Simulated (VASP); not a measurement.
Input of a VASP 6.6.1 run:

Contents of INCAR:

```
SYSTEM = Li4SiC2
PREC     = Accurate       ! precision mode
ENCUT    = 520            ! plane-wave cutoff, eV
EDIFF    = 1E-6           ! SCF threshold, eV
ISMEAR   = 0              ! smearing method
SIGMA    = 0.1            ! smearing width, eV
LREAL    = .False.        ! projectors in reciprocal space
LASPH    = .True.         ! aspherical terms in the spheres
NELM     = 100            ! most SCF steps
ALGO     = Normal         ! electronic algorithm
ISIF     = 2              ! what is computed and relaxed
LWAVE    = .False.        ! write WAVECAR
LCHARG   = .False.        ! write CHGCAR
GGA      = PE             ! functional
NBANDS   = 21             ! bands
```

File KPOINTS:

```
Automatic mesh
0
Gamma
  6 6 6
  0 0 0
```

File POSCAR:

```
Li4SiC2
1.0
    1.9523433931      1.1271859851      6.2878179872
   -1.9523433931      1.1271859851      6.2878179872
    0.0000000000     -2.2543719656      6.2878179880
Li Si C
4 1 2
Direct
    0.4139788599      0.4139788599      0.4139788599
    0.5860211401      0.5860211401      0.5860211401
    0.2050924301      0.2050924301      0.2050924301
    0.7949075699      0.7949075699      0.7949075699
    0.0000000000      0.0000000000      0.0000000000
    0.0919880375      0.0919880375      0.0919880375
    0.9080119625      0.9080119625      0.9080119625
```

Potentials or basis: VASP PAW PBE potentials, release 64 (Li_sv, Si, C).

The run is started by

```sh
$ cat potpaw_PBE.64/Li_sv/POTCAR potpaw_PBE.64/Si/POTCAR potpaw_PBE.64/C/POTCAR > POTCAR
$ mpirun -np 1 vasp_std > vasp.out
```

(1) What does it give for the band gap on the k mesh?

(2) Predict the largest force.

Answers

(1) 0.44 eV, indirect (least direct gap 0.75 eV).

(2) 0.008 eV/Å.
